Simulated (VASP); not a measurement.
# NbSi15: single point with PBEsol+U

The system is NbSi15.

```xyz
16
Lattice="0.0000 5.4370 5.4370 5.4370 0.0000 5.4370 5.4370 5.4370 0.0000" Properties=species:S:1:pos:R:3 pbc="T T T"
Nb   10.8740    5.4370    5.4370
Si    8.1555    8.1555   10.8490
Si    8.1555   10.8490    8.1555
Si    5.4620    8.1555    8.1555
Si   10.8490    8.1555    8.1555
Si    8.1555    5.4620    8.1555
Si    8.1555    8.1555    5.4620
Si    5.4370    5.4370    5.4370
Si    1.4238    1.4238    1.4238
Si    4.0132    4.0132    1.4238
Si    4.0132    1.4238    4.0132
Si    6.7909    4.0831    4.0831
Si    1.4238    4.0132    4.0132
Si    4.0831    6.7909    4.0831
Si    4.0831    4.0831    6.7909
Si    6.7909    6.7909    6.7909
```

| Quantity | Value |
| --- | --- |
| Program | VASP 6.6.1 |
| Task | single point |
| Functional | PBEsol |
| Potentials or basis | VASP PAW PBE potentials, release 64 (Nb_sv, Si) |
| Cutoff | 500 eV |
| k mesh | 3 × 3 × 3 |
| Occupations | gaussian, width 0.05 eV |
| Spin | collinear spin |
| Starting moments | [0.61, 0.01, 0.0, 0.0, 0.0, 0.0, 0.01, 0.0, -0.01, -0.01, -0.01, 0.0, -0.01, 0.0, 0.0, 0.0] μB |
| Fixed moment | 1 μB |
| Hubbard terms | Nb d U = 2.0 eV |
| Dipole correction | no |
| Further INCAR settings | ALGO = Normal; EDIFF = 1e-06; NBANDS = 54 |

The pressure is 2.6 GPa, the largest force is 0.086 eV/Å and the net moment is 1.00 μB per cell. The site moments are Nb +0.55; Si +0.01, -0.00, -0.01, +0.00 (each value once) μB. The valence electrons inside the program's atomic spheres are Nb 10.66; Si 1.69, 1.74 (each value once).

Forces on the atoms (eV/Å):
```
Nb   0.000  0.000  0.000
Si   0.000  0.000  0.023
Si   0.000  0.023  0.000
Si  -0.023  0.000  0.000
Si   0.023  0.000  0.000
Si   0.000 -0.023  0.000
Si   0.000  0.000 -0.023
Si   0.000  0.000  0.000
Si   0.050  0.050  0.050
Si  -0.050 -0.050  0.050
Si  -0.050  0.050 -0.050
Si   0.002 -0.002 -0.002
Si   0.050 -0.050 -0.050
Si  -0.002  0.002 -0.002
Si  -0.002 -0.002  0.002
Si   0.002  0.002  0.002
```

Eigenvalues of the final occupation matrices:
| site | spin | trace | eigenvalues |
| --- | --- | --- | --- |
| site 1 d | 1 | 1.51 | 0.26 0.26 0.33 0.33 0.33 |
| site 1 d | 2 | 0.97 | 0.06 0.06 0.28 0.28 0.28 |

Run time: 4.3 min on 1 thread of Oxide Virtual Turin-like Processor, on a shared host, peak memory 0.57 GiB.

Caveat: the PAW data sets were made with another functional, which shifts forces and pressure a little; the total moment is fixed, so each spin has its own Fermi level and the state may be an excited one; the U is typed as a test and isn't derived for this compound.
